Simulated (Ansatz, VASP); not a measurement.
One calculation of SnPt3, two programs

```
Sn Pt
1.0
     3.98662    0.00000    0.00000
     0.00000    3.98662    0.00000
     0.00000    0.00000    3.98662
Sn Pt
1 3
Direct
  0.00000 0.00000 0.00000
  0.00000 0.50000 0.50000
  0.50000 0.00000 0.50000
  0.50000 0.50000 0.00000
```

Change from the starting cell: volume scaled by 0.99, PAW files.

Alike in both runs: task electric field gradients; functional LDA; k mesh 8 × 8 × 8; occupations fermi-dirac, width 0.05 eV; no spin polarisation.

|  | VASP | Ansatz |
| --- | --- | --- |
| version | VASP 6.6.1 | Ansatz 0.2.0 |
| potentials or method | VASP PAW LDA potentials, release 64 (Sn_d, Pt) | PAW with Ansatz's default frozen-core files, scalar-relativistic |
| plane-wave cutoff (eV) | 400 | 420 |
| valence electrons in the cell | 44 | 68 |

Ansatz gave:

| Property | Result |
| --- | --- |
| pressure (GPa) | -1.3 |
| size of Vzz on the site where it differs most (V/Å²) | 160.1 |

**Question.** Estimate VASP's values.

**Answer.** Pressure (GPa): -0.5; size of Vzz on the site where it differs most (V/Å²): 147.5.

LDA's correlation is that of Perdew and Zunger in VASP and of Perdew and Wang (1992) in Ansatz. VASP's potentials hold 44 valence electrons a cell and Ansatz's 68, so a difference there can come from the potentials and not from the codes.

Spin-orbit coupling is off throughout.
